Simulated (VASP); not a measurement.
Runs of VASP 6.6.1 on SiC (Moissanite 3C). The structure is that of space group F-43m (No. 216), or close to it. The cells are those of the table. 

| cell | gap on the mesh (eV) | pressure (GPa) |
| --- | --- | --- |
| a = 3.029 Å, angles 60.0°, 2 atoms | 1.56 | (a) |
| a = 3.061 Å, angles 60.0°, 2 atoms | 1.58 | 8.0 |
| a = 3.152 Å, angles 60.0°, 2 atoms | 1.63 | (b) |
| a = 3.092 Å, angles 60.0°, 2 atoms | 1.60 | 1.0 |
| a = 3.122 Å, angles 60.0°, 2 atoms | 1.62 | (c) |

Alike in all rows: task single point; level PBE; potentials or basis VASP PAW PBE potentials, release 64 (Si, C); no spin polarisation; k mesh 7 × 7 × 7; cutoff (eV) 520; smearing fermi-dirac 0.1 eV.

Fill in the values left out.

(a) 16.0; (b) -10.1; (c) -5.0.

A k mesh can miss the band edges.
